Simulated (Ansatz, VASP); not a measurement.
## One calculation of PtS2, two programs

```xyz
3
Lattice="3.8089 0.0000 0.0000 -1.9045 3.0685 0.0000 0.0000 0.0000 5.0388" Properties=species:S:1:pos:R:3 pbc="T T T"
Pt    0.0000    0.0000    0.0000
S     0.0000    2.0457    1.2597
S     1.9045    1.0228    3.7791
```

Change from the starting cell: strain +0.0750 x Voigt [1, 0, 0, 0, 0, 0], atoms carried along.

Alike in both runs: task single point; functional PBEsol; k mesh 12 × 12 × 8; occupations gaussian, width 0.05 eV; no spin polarisation.

|  | VASP | Ansatz |
| --- | --- | --- |
| version | VASP 6.6.1 | Ansatz 0.2.0 |
| potentials or method | VASP PAW PBE potentials, release 64 (Pt, S), cutoff 520 eV | scalar-relativistic, plane waves, PAW |
| valence electrons in the cell | 22 | 30 |

|  | VASP | Ansatz | Ansatz less VASP |
| --- | --- | --- | --- |
| gap on the k mesh at the Fermi level (eV) | 0.15 | 0.15 | -0.003 |
| least direct gap on the mesh (eV) | 0.58 | 0.58 | -0.004 |
| pressure (GPa) | -11.8 | -11.5 | +0.22 |
| traceless stress, the component that is largest in VASP (GPa) | -6.27 | -6.24 | +0.034 |
| rms of the force components (eV/Å) | 0.559 | 0.551 | -0.0086 |

VASP's potentials were made for PBE, not for PBEsol. Atom by atom the forces differ by 0.009 eV/Å (rms over components). With one functional, cell and mesh, what is left measures potentials, basis and numerics. VASP's potentials hold 22 valence electrons a cell and Ansatz's 30, so a difference there can come from the potentials and not from the codes.

Spin-orbit coupling is off throughout.
